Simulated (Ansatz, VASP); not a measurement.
**Re: VASP beside Ansatz**

File INCAR:

```
PREC = Accurate
ENCUT = 520
EDIFF = 1E-8
ISMEAR = -1
SIGMA = 0.03
LREAL = False
LASPH = True
NELM = 100
ALGO = Normal
ISIF = 2
LWAVE = False
LCHARG = False
GGA = PE
LEFG = True
NBANDS = 10
```

The input KPOINTS:

```
Automatic mesh
0
Gamma
  14 14 14
```

File POSCAR:

```
Re
1.0
    0.0000000000      1.9750000000      2.0145000000
    1.9750000000      0.0000000000      2.0145000000
    1.9750000000      1.9750000000      0.0000000000
Re
1
Direct
    0.0000000000      0.0000000000      0.0000000000
```

Input for Ansatz:

```yaml
crystal:
  lattice:
    - [0.0, 1.975, 2.0145]
    - [1.975, 0.0, 2.0145]
    - [1.975, 1.975, 0.0]
  atoms:
    - { symbol: Re, position: [0.0, 0.0, 0.0] }
kpoints:
  mp_grid: { grid: [14, 14, 14] }
scf:
  occupations: { method: fermi_dirac, width: 0.03 }
hamiltonian:
  xc: pbe
  pseudopotentials: { kind: all_electron, datasets: crystal }
output:
  forces: true
  stress: true
  eigenvalues: true
  efg: { contact_densities: true }
```

Change from the starting cell: zz strain of +2 %, crystal datasets.

Alike in both runs: task electric field gradients; functional PBE; k mesh 14 × 14 × 14; occupations fermi-dirac, width 0.03 eV; no spin polarisation.

|  | VASP | Ansatz |
| --- | --- | --- |
| version | VASP 6.6.1 | Ansatz 0.2.0 |
| potentials or method | VASP PAW PBE potentials, release 64 (Re), cutoff 520 eV | all-electron PAW with datasets made for the crystal, scalar-relativistic |

|  | VASP | Ansatz | Ansatz less VASP |
| --- | --- | --- | --- |
| pressure (GPa) | -15.9 | -15.1 | +0.89 |
| traceless stress, the component that is largest in VASP (GPa) | -2.75 | -2.74 | +0.009 |
| size of Vzz on the site where it differs most (V/Å²) | 13.1 | 17.1 | +3.97 |

Ansatz ran all-electron here, and VASP with PAW potentials.

Neither program's run includes spin-orbit coupling.
